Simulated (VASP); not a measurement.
Set up this calculation in VASP 6.6.1, as the native input.

* Task: single point
* Functional: PBE
* Potentials or basis: VASP PAW PBE potentials, release 64 (Ti_sv, B)
* Cutoff: 520 eV
* k mesh: 6 × 6 × 6
* Occupations: gaussian, width 0.1 eV
* Spin: no spin polarisation
* Dipole correction: no
* Further INCAR settings: ALGO = Normal; EDIFF = 1e-06; NBANDS = 24

The structure of TiB6 lies in POSCAR:

```
TiB6
1.0
    0.0000000000      3.1678818200      3.1678818200
    3.1678818200      0.0000000000      3.1678818200
    3.1678818200      3.1678818200      0.0000000000
Ti B
1 6
Direct
    0.5000000000      0.5000000000      0.5000000000
    0.6065744600      0.8934255400      0.8934255400
    0.8934255400      0.6065744600      0.6065744600
    0.8934255400      0.6065744600      0.8934255400
    0.6065744600      0.8934255400      0.6065744600
    0.8934255400      0.8934255400      0.6065744600
    0.6065744600      0.6065744600      0.8934255400
```

These files were run (other wordings do the same):

INCAR

```
SYSTEM = TiB6
PREC = Accurate
ENCUT = 520
EDIFF = 1E-6
ISMEAR = 0
SIGMA = 0.1
LREAL = .False.
LASPH = .True.
NELM = 100
ALGO = Normal
ISIF = 2
LWAVE = .False.
LCHARG = .True.
GGA = PE
LELF = .True.
LVHAR = .True.
NBANDS = 24
```

KPOINTS

```
regular mesh
0
Gamma
  6 6 6
  0 0 0
```

Potentials or basis: VASP PAW PBE potentials, release 64 (Ti_sv, B).

Launch:

```console
$ cat potpaw_PBE.64/Ti_sv/POTCAR potpaw_PBE.64/B/POTCAR > POTCAR
$ mpirun -np 1 vasp_std > vasp.out
```

It gave:

```json
{
  "Pressure": "164.0 GPa",
  "Largest force": "35.965 eV/Å",
  "Band gap on the k mesh": "zero (band 15 reaches 5.46 eV, above the bottom of band 16 at 4.97 eV)"
}
```

Caveat: forces of over 1 eV/Å act on the atoms, so gaps and moduli don't describe the material at rest.

Wall time 22 s on 1 thread of Intel(R) Xeon(R) 6975P-C (Granite Rapids) (shared host), peak memory 0.19 GiB.
